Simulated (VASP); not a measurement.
# SnO2 (Pa-3) in VASP: single point with PBE

Aim: the single point of SnO2 with PBE.

All numbers are computed with VASP 6.6.1; they aren't measurements. Logs are shortened: lines on timing, memory, paths and dates and some standing lists are left out, and cuts for length are marked.

## 1. The cell of the first run

Symmetry: Pa-3, No. 205, cubic system. The conventional cell has a = 5.175 Å, b = 5.175 Å, c = 5.175 Å, α = 90.00°, β = 90.00°, γ = 90.00°. Sn (site symmetry -3) has 6 O at 2.11 Å within 2.8 Å. Within 2.8 Å of O (site symmetry 3) lie 3 Sn at 2.11 Å and 6 O at 2.75 Å.

## 2. Single point, PBE

INCAR reads:

```
SYSTEM = SnO2
PREC = Accurate ; ENCUT = 520
EDIFF = 1E-6 ; ISMEAR = 0
SIGMA = 0.05 ; LREAL = Auto
LASPH = .True. ; NELM = 60
ALGO = Normal ; ISIF = 2
LWAVE = .False. ; LCHARG = .False.
GGA = PE ; NBANDS = 238
```

KPOINTS reads:

```
regular mesh
0
Gamma
  2 2 2
  0 0 0
```

POSCAR reads:

```
SnO2
1.0
   -5.1752560000      5.1752560000      5.1752560000
    5.1752560000     -5.1752560000      5.1752560000
    5.1752560000      5.1752560000     -5.1752560000
Sn O
16 32
Direct
    0.5000000000      0.2500000000      0.2500000000
    0.0000000000      0.7500000000      0.2500000000
    0.0000000000      0.2500000000      0.7500000000
    0.5000000000      0.7500000000      0.7500000000
    0.7500000000      0.2500000000      0.0000000000
    0.2500000000      0.7500000000      0.0000000000
    0.2500000000      0.2500000000      0.5000000000
    0.7500000000      0.7500000000      0.5000000000
    0.7500000000      0.0000000000      0.2500000000
    0.2500000000      0.5000000000      0.2500000000
    0.2500000000      0.0000000000      0.7500000000
    0.7500000000      0.5000000000      0.7500000000
    0.0000000000      0.0000000000      0.0000000000
    0.5000000000      0.5000000000      0.0000000000
    0.5000000000      0.0000000000      0.5000000000
    0.0000000000      0.5000000000      0.5000000000
    0.0000000000      0.0889020000      0.2500000000
    0.5000000000      0.5889020000      0.2500000000
    0.5000000000      0.0889020000      0.7500000000
    0.0000000000      0.5889020000      0.7500000000
    0.0889020000      0.2500000000      0.0000000000
    0.5889020000      0.7500000000      0.0000000000
    0.5889020000      0.2500000000      0.5000000000
    0.0889020000      0.7500000000      0.5000000000
    0.2500000000      0.0000000000      0.0889020000
    0.7500000000      0.5000000000      0.0889020000
    0.7500000000      0.0000000000      0.5889020000
    0.2500000000      0.5000000000      0.5889020000
    0.6610980000      0.1610980000      0.1610980000
    0.1610980000      0.6610980000      0.1610980000
    0.1610980000      0.1610980000      0.6610980000
    0.6610980000      0.6610980000      0.6610980000
    0.3389020000      0.3389020000      0.3389020000
    0.8389020000      0.8389020000      0.3389020000
    0.8389020000      0.3389020000      0.8389020000
    0.3389020000      0.8389020000      0.8389020000
    0.2500000000      0.0000000000      0.4110980000
    0.7500000000      0.5000000000      0.4110980000
    0.7500000000      0.0000000000      0.9110980000
    0.2500000000      0.5000000000      0.9110980000
    0.4110980000      0.2500000000      0.0000000000
    0.9110980000      0.7500000000      0.0000000000
    0.9110980000      0.2500000000      0.5000000000
    0.4110980000      0.7500000000      0.5000000000
    0.0000000000      0.4110980000      0.2500000000
    0.5000000000      0.9110980000      0.2500000000
    0.5000000000      0.4110980000      0.7500000000
    0.0000000000      0.9110980000      0.7500000000
```

Potentials or basis: VASP PAW PBE potentials, release 64 (Sn_d, O).

Started as:

```
$ cat potpaw_PBE.64/Sn_d/POTCAR potpaw_PBE.64/O/POTCAR > POTCAR
$ mpirun -np 1 vasp_std > vasp.out
```

OUTCAR:

```text
SYSTEM = SnO2
   PREC = Accurate
   ENCUT = 520
   EDIFF = 1E-6
   ISMEAR = 0
   LREAL = Auto
   LASPH = .True.
   NELM = 60
   ISIF = 2
   GGA = PE

 ion  position               nearest neighbor table
   1  0.500  0.250  0.250-  23 2.11  25 2.11  29 2.11  33 2.11  38 2.11  41 2.11  14 3.66  15 3.66
                            16 3.66   5 3.66   7 3.66   8 3.66   9 3.66  10 3.66  12 3.66  11 3.66
   2  0.000  0.750  0.250-  24 2.11  26 2.11  30 2.11  34 2.11  37 2.11  42 2.11  13 3.66  15 3.66
                            16 3.66   6 3.66   7 3.66   8 3.66   9 3.66  10 3.66  11 3.66  12 3.66
   3  0.000  0.250  0.750-  21 2.11  27 2.11  31 2.11  35 2.11  40 2.11  43 2.11  13 3.66  14 3.66
                            16 3.66   5 3.66   6 3.66   7 3.66  10 3.66  11 3.66  12 3.66   9 3.66
   4  0.500  0.750  0.750-  22 2.11  28 2.11  32 2.11  36 2.11  39 2.11  44 2.11  13 3.66  14 3.66
                            15 3.66   5 3.66   6 3.66   8 3.66   9 3.66  11 3.66  12 3.66  10 3.66
   5  0.750  0.250  0.000-  19 2.11  26 2.11  29 2.11  35 2.11  39 2.11  45 2.11  13 3.66  14 3.66
                            16 3.66   1 3.66   2 3.66   3 3.66   9 3.66  10 3.66  12 3.66  15 3.66
   6  0.250  0.750  0.000-  20 2.11  25 2.11  30 2.11  36 2.11  40 2.11  46 2.11  13 3.66  14 3.66
                            15 3.66   1 3.66   2 3.66   4 3.66   9 3.66  10 3.66  11 3.66  16 3.66
   7  0.250  0.250  0.500-  17 2.11  28 2.11  31 2.11  33 2.11  37 2.11  47 2.11  14 3.66  15 3.66
                            16 3.66   1 3.66   3 3.66   4 3.66  10 3.66  11 3.66  12 3.66  13 3.66
   8  0.750  0.750  0.500-  18 2.11  27 2.11  32 2.11  34 2.11  38 2.11  48 2.11  13 3.66  15 3.66
                            16 3.66   2 3.66   3 3.66   4 3.66   9 3.66  11 3.66  12 3.66  14 3.66
   9  0.750  0.000  0.250-  17 2.11  22 2.11  29 2.11  34 2.11  43 2.11  46 2.11  13 3.66  15 3.66
[... 45 lines left out ...]
  47  0.500  0.411  0.750-   7 2.11  12 2.11  14 2.11
  48  0.000  0.911  0.750-   8 2.11  11 2.11  13 2.11

  LATTYP: Found a body centered cubic cell.
 ALAT       =    10.3505120000

  Lattice vectors:

 A1 = (  -5.1752560000,   5.1752560000,   5.1752560000)
 A2 = (   5.1752560000,  -5.1752560000,   5.1752560000)
 A3 = (   5.1752560000,   5.1752560000,  -5.1752560000)

Analysis of symmetry for initial positions (statically):
=====================================================================
 Subroutine PRICEL returns following result:

  LATTYP: Found a simple cubic cell.
 ALAT       =     5.1752560000

  Lattice vectors:

 A1 = (   0.0000000000,   5.1752560000,   0.0000000000)
 A2 = (   5.1752560000,   0.0000000000,   0.0000000000)
 A3 = (   0.0000000000,   0.0000000000,  -5.1752560000)

   4 primitive cells build up your supercell.

 Routine SETGRP: Setting up the symmetry group for a
 body centered cubic supercell.

 Subroutine GETGRP returns: Found 24 space group operations
 (whereof  6 operations were pure point group operations)
 out of a pool of 48 trial point group operations.

The static configuration has the point symmetry S_6 .
 The point group associated with its full space group is T_h .

Analysis of symmetry for dynamics (positions and initial velocities):
=====================================================================
 Subroutine PRICEL returns following result:

  LATTYP: Found a simple cubic cell.
 ALAT       =     5.1752560000

  Lattice vectors:

 A1 = (   0.0000000000,   5.1752560000,   0.0000000000)
 A2 = (   5.1752560000,   0.0000000000,   0.0000000000)
 A3 = (   0.0000000000,   0.0000000000,  -5.1752560000)

   4 primitive cells build up your supercell.

 Routine SETGRP: Setting up the symmetry group for a
 body centered cubic supercell.

 Subroutine GETGRP returns: Found 24 space group operations
 (whereof  6 operations were pure point group operations)
 out of a pool of 48 trial point group operations.

The dynamic configuration has the point symmetry S_6 .
 The point group associated with its full space group is T_h .

 Subroutine INISYM returns: Found 24 space group operations
 (whereof  6 operations are pure point group operations),
 and found     4 'primitive' translations

----------------------------------------------------------------------------------------

                                     Primitive cell

  volume of cell :     138.6103

  direct lattice vectors                    reciprocal lattice vectors
     0.000000000  5.175256000  0.000000000     0.000000000  0.193227156  0.000000000
     5.175256000  0.000000000  0.000000000     0.193227156  0.000000000  0.000000000
     0.000000000  0.000000000 -5.175256000     0.000000000  0.000000000 -0.193227156

[... 33 lines left out ...]

 KPOINTS: regular mesh

Automatic generation of k-mesh.
 Grid dimensions read from file:
 generate k-points for:    2    2    2

 Generating k-lattice:

  Cartesian coordinates                     Fractional coordinates (reciprocal lattice)
     0.000000000  0.048306789  0.048306789     0.500000000  0.000000000  0.000000000
     0.048306789  0.000000000  0.048306789     0.000000000  0.500000000  0.000000000
     0.048306789  0.048306789  0.000000000     0.000000000  0.000000000  0.500000000

  Length of vectors
     0.068316116  0.068316116  0.068316116

  Shift w.r.t. Gamma in fractional coordinates (k-lattice)
     0.000000000  0.000000000  0.000000000

 Subroutine IBZKPT returns following result:
 ===========================================

 Found      3 irreducible k-points:

 Following reciprocal coordinates:
            Coordinates               Weight
  0.000000  0.000000  0.000000      1.000000
  0.500000  0.000000  0.000000      6.000000
  0.500000  0.500000  0.500000      1.000000
   k-points           NKPTS =      3   k-points in BZ     NKDIM =      3   number of bands    NBANDS=    238
   number of dos      NEDOS =    301   number of ions     NIONS =     48
   total plane-waves  NPLWV = 343000
   dimension x,y,z NGX =    70 NGY =   70 NGZ =   70
   dimension x,y,z NGXF=   140 NGYF=  140 NGZF=  140
   ions per type =              16  32
   NGX,Y,Z   is equivalent  to a cutoff of  12.98, 12.98, 12.98 a.u.
   NGXF,Y,Z  is equivalent  to a cutoff of  25.96, 25.96, 25.96 a.u.
 SYSTEM =  SnO2
   PREC   = accura    normal or accurate (medium, high low for compatibility)
   ISTART =      0    job   : 0-new  1-cont  2-samecut
   ICHARG =      2    charge: 1-file 2-atom 10-const
   ISPIN  =      1    spin polarized calculation?
   LNONCOLLINEAR =      F non collinear calculations
   LSORBIT =      F    spin-orbit coupling
   LASPH  =      T    aspherical Exc in radial PAW
   ENCUT  =  520.0 eV  38.22 Ry    6.18 a.u.  16.67 16.67 16.67*2*pi/ulx,y,z
   NELM   =     60;   NELMIN=  2; NELMDL= -5     # of ELM steps
   EDIFF  = 0.1E-05   stopping-criterion for ELM
   LREAL  =      T    real-space projection
   EDIFFG = 0.1E-04   stopping-criterion for IOM
   NSW    =      0    number of steps for IOM
   IBRION =     -1    ionic relax: 0-MD 1-quasi-New 2-CG
   NFREE  =      0    steps in history (QN), initial steepest desc. (CG)
   ISIF   =      2    stress and relaxation
   ISYM   =      2    0-nonsym 1-usesym 2-fastsym
   POTIM  = 0.5000    time-step for ionic-motion
   TEBEG  =    0.0;   TEEND  =   0.0 temperature during run
   PSTRESS=    0.0 pullay stress
   NELECT =     416.0000    total number of electrons
   NUPDOWN=      -1.0000    fix difference up-down
   EMIN   =  10.00;   EMAX   =-10.00  energy-range for DOS
   EFERMI =   0.00;   METHOD = LEGACY
   ISMEAR =     0;   SIGMA  =   0.05  broadening in eV -4-tet -1-fermi 0-gaus
   EFERMI_NEDOS =   21; number of points for ismear=-14 and -15
   IALGO  =     38    algorithm
   IMIX   =      4    mixing-type and parameters
     AMIX     =   0.40;   BMIX     =  1.00
     AMIX_MAG =   1.60;   BMIX_MAG =  1.00
  volume/ion in A,a.u.               =      11.55        77.95
  Fermi-wavevector in a.u.,A,eV,Ry     =   1.487604  2.811165 30.109240  2.212967
  Thomas-Fermi vector in A             =   2.600744
   LORBIT       =      0    0 simple, 1 ext, 2 COOP (PROOUT), +10 PAW based schemes
   GGA     = PE    functional components
   LHFCALC =     F    Hartree Fock is set to
   AEXX    =    0.0000 exact exchange contribution
   IVDW    =     0    specifies the selected vdW correction
   LEPSILON=     F    determine dielectric tensor
   LRPA    =     F    only Hartree local field effects (RPA)
 non-spin polarized calculation
 Gauss-broadening in eV      SIGMA  =   0.05
  energy-cutoff  :      520.00
  volume of cell :      554.44
 maximum number of plane-waves:     14940
 NGX is ok and might be reduce to    70
   NGX = 33   NGY = 33   NGZ = 33

 number of electron     415.9999910 magnetization

 Free energy of the ion-electron system (eV)
  ---------------------------------------------------
  ext. energy  EPLUGINS =         0.00000000
  ---------------------------------------------------
  free energy    TOTEN  =      -293.67021429 eV

  energy without entropy =     -293.67021429  energy(sigma->0) =     -293.67021429

 E-fermi :   6.8577     XC(G=0): -11.6225

 val. band max:        6.5468635804   @ k =   0.5000   0.5000   0.5000
 cond. band min:       7.1083627676   @ k =   0.0000   0.0000   0.0000
 fundamental gap:      0.5614991871
 Fermi energy:         6.8576780135

 k-point     1 :       0.0000    0.0000    0.0000
  band No.  band energies     occupation
      1     -14.2519      2.00000
      2     -14.2519      2.00000
      3     -14.2518      2.00000
      4     -13.9884      2.00000
      5     -13.9884      2.00000
      6     -13.9884      2.00000
[... 658 lines left out ...]
    219      11.3969      0.00000
    220      11.3969      0.00000
 [bands above 220 left out]

------------------------ aborting loop because EDIFF is reached ----------------------------------------

  FORCE on cell =-STRESS in cart. coord.  units (eV):
  Direction    XX          YY          ZZ          XY          YZ          ZX
  --------------------------------------------------------------------------------------
  -------------------------------------------------------------------------------------
  Total       -0.3787435     -0.3787435     -0.3787435     -0.0000000      0.0000000      0.0000000
  in kB       -1.0944609     -1.0944609     -1.0944609     -0.0000000      0.0000000      0.0000000
  external PRESSURE =      -1.0944609 kB  Pullay stress =       0.0000000 kB

 VOLUME and BASIS-vectors are now :
 -----------------------------------------------------------------------------
  energy-cutoff  :      520.00
  volume of cell :      554.44
      direct lattice vectors                 reciprocal lattice vectors
    -5.175256000  5.175256000  5.175256000     0.000000000  0.096613578  0.096613578
     5.175256000 -5.175256000  5.175256000     0.096613578  0.000000000  0.096613578
     5.175256000  5.175256000 -5.175256000     0.096613578  0.096613578  0.000000000

 POSITION                                       TOTAL-FORCE (eV/Angst)
 -----------------------------------------------------------------------------------
      0.00000      2.58763      2.58763         0.000000      0.000000      0.000000
      5.17526     -2.58763      2.58763         0.000000      0.000000      0.000000
      5.17526      2.58763     -2.58763         0.000000      0.000000      0.000000
      5.17526      2.58763      2.58763         0.000000      0.000000      0.000000
     -2.58763      2.58763      5.17526         0.000000      0.000000      0.000000
      2.58763     -2.58763      5.17526         0.000000      0.000000      0.000000
[... 40 lines left out ...]
      3.42135      4.34153      0.83372        -0.002320      0.002320     -0.002320
      8.59661     -0.83372      0.83372        -0.002320      0.002320     -0.002320
 -----------------------------------------------------------------------------------
    total drift:                               -0.000000      0.000000     -0.000000

  FREE ENERGIE OF THE ION-ELECTRON SYSTEM (eV)
  ---------------------------------------------------
  free  energy   TOTEN  =      -293.6702142893 eV

  energy  without entropy=     -293.6702142893  energy(sigma->0) =     -293.67021429
```

It took 13 min on 1 thread of Intel Xeon Platinum 8375C at 2.90GHz (Ice Lake), shared host; peak memory 0.81 GiB.

Results:

```
Free energy            : -293.6702 eV
Pressure               : -0.1 GPa
Largest force          : 0.004 eV/Å
Band gap on the k mesh : 0.56 eV
```

Forces on the atoms (eV/Å):
```
Sn   0.000  0.000  0.000
Sn   0.000  0.000  0.000
Sn   0.000  0.000  0.000
Sn   0.000  0.000  0.000
Sn   0.000  0.000  0.000
Sn   0.000  0.000  0.000
Sn   0.000  0.000  0.000
Sn   0.000  0.000  0.000
Sn   0.000  0.000  0.000
Sn   0.000  0.000  0.000
Sn   0.000  0.000  0.000
Sn   0.000  0.000  0.000
Sn   0.000  0.000  0.000
Sn   0.000  0.000  0.000
Sn   0.000  0.000  0.000
Sn   0.000  0.000  0.000
O    0.002 -0.002  0.002
O    0.002 -0.002  0.002
O    0.002 -0.002  0.002
O    0.002 -0.002  0.002
O   -0.002  0.002  0.002
O   -0.002  0.002  0.002
O   -0.002  0.002  0.002
O   -0.002  0.002  0.002
O    0.002  0.002 -0.002
O    0.002  0.002 -0.002
O    0.002  0.002 -0.002
O    0.002  0.002 -0.002
O   -0.002 -0.002 -0.002
O   -0.002 -0.002 -0.002
O   -0.002 -0.002 -0.002
O   -0.002 -0.002 -0.002
O    0.002  0.002  0.002
O    0.002  0.002  0.002
O    0.002  0.002  0.002
O    0.002  0.002  0.002
O   -0.002 -0.002  0.002
O   -0.002 -0.002  0.002
O   -0.002 -0.002  0.002
O   -0.002 -0.002  0.002
O    0.002 -0.002 -0.002
O    0.002 -0.002 -0.002
O    0.002 -0.002 -0.002
O    0.002 -0.002 -0.002
O   -0.002  0.002 -0.002
O   -0.002  0.002 -0.002
O   -0.002  0.002 -0.002
O   -0.002  0.002 -0.002
```

Levels at points of the mesh, in eV from the valence-band top:
| k point | band 204 | band 205 | band 206 | band 207 | band 208 | band 209 | band 210 | band 211 | band 212 | band 213 |
| --- | --- | --- | --- | --- | --- | --- | --- | --- | --- | --- |
| (0.00, 0.00, 0.00) | -0.30 | -0.28 | -0.06 | -0.06 | -0.06 | 0.56 | 4.50 | 4.50 | 4.50 | 4.50 |
| (0.50, 0.00, 0.00) | -0.17 | -0.11 | -0.11 | -0.06 | -0.06 | 2.70 | 2.70 | 4.25 | 4.25 | 4.25 |
| (0.50, 0.50, 0.50) | 0.00 | 0.00 | 0.00 | 0.00 | 0.00 | 3.63 | 3.63 | 3.63 | 3.63 | 3.63 |

Caveat: the k points lie up to 0.43 Å⁻¹ apart; spin-orbit coupling is left out, which moves the levels of the heavy elements. A k mesh can miss the band edges.
